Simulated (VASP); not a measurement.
Here is a VASP 6.6.1 calculation.

Contents of INCAR:

```
PREC = Accurate ; ENCUT = 520
EDIFF = 1E-7 ; ISMEAR = 0
SIGMA = 0.1 ; LREAL = F
LASPH = T ; NELM = 80
ALGO = Normal ; ISIF = 2
LWAVE = F ; LCHARG = F
GGA = PE ; NBANDS = 21
```

File KPOINTS:

```
regular mesh
0
Gamma
  12 12 12
```

Contents of POSCAR:

```
As3Au
1.0
    4.2590978070      0.0000000000      0.0000000000
    0.0000000000      4.2590978070      0.0000000000
    0.0000000000      0.0000000000      4.2590978070
As Au
3 1
Direct
    0.0000000000      0.5000000000      0.5000000000
    0.5000000000      0.0000000000      0.5000000000
    0.5000000000      0.5000000000      0.0000000000
    0.0000000000      0.0000000000      0.0000000000
```

Potentials or basis: VASP PAW PBE potentials, release 64 (As, Au).

Command:

```sh
$ cat potpaw_PBE.64/As/POTCAR potpaw_PBE.64/Au/POTCAR > POTCAR
$ mpirun -np 1 vasp_std > vasp.out
```

Problem. What does it give for the pressure?

Solution. 0.0 GPa.

Problem. Predict the band gap on the k mesh.

Solution. Zero (bands 13 and 14 overlap by 1.39 eV).

Caveat: spin-orbit coupling is left out, which moves the levels of the heavy elements.
